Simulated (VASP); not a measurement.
Here is a VASP 6.6.1 calculation.

INCAR

```
SYSTEM = As
  ALGO = Normal
  EDIFF = 1E-6
  ENCUT = 520
  GGA = PE
  ISIF = 2
  ISMEAR = 0
  IVDW = 12
  LASPH = .True.
  LCHARG = .False.
  LREAL = .False.
  LWAVE = .False.
  NBANDS = 12
  NELM = 60
  PREC = Accurate
  SIGMA = 0.1
```

The input KPOINTS:

```
k-points
0
Gamma
  15 15 15
  0 0 0
```

The input POSCAR:

```
As
1.0
    1.8451064700      1.0652727171      3.1176920731
   -1.8451064700      1.0652727171      3.1176920731
    0.0000000000     -2.1305454342      3.1176920731
As
2
Direct
    0.7638383927      0.7638383927      0.7638383927
    0.2361616073      0.2361616073      0.2361616073
```

Potentials or basis: VASP PAW PBE potentials, release 64 (As).

Launch:

```console
$ cat potpaw_PBE.64/As/POTCAR > POTCAR
$ mpirun -np 1 vasp_std > vasp.out
```

**Question.** Predict the band gap on the k mesh.

**Answer.** Zero (band 5 reaches 7.53 eV, above the bottom of band 6 at 6.95 eV).

**Question.** Estimate the pressure.

**Answer.** 9.9 GPa.

Forces on the atoms (eV/Å):
```
As   0.000  0.000 -0.059
As   0.000  0.000  0.059
```

Caveat: pairwise dispersion overbinds metals, which lowers pressure and volume.
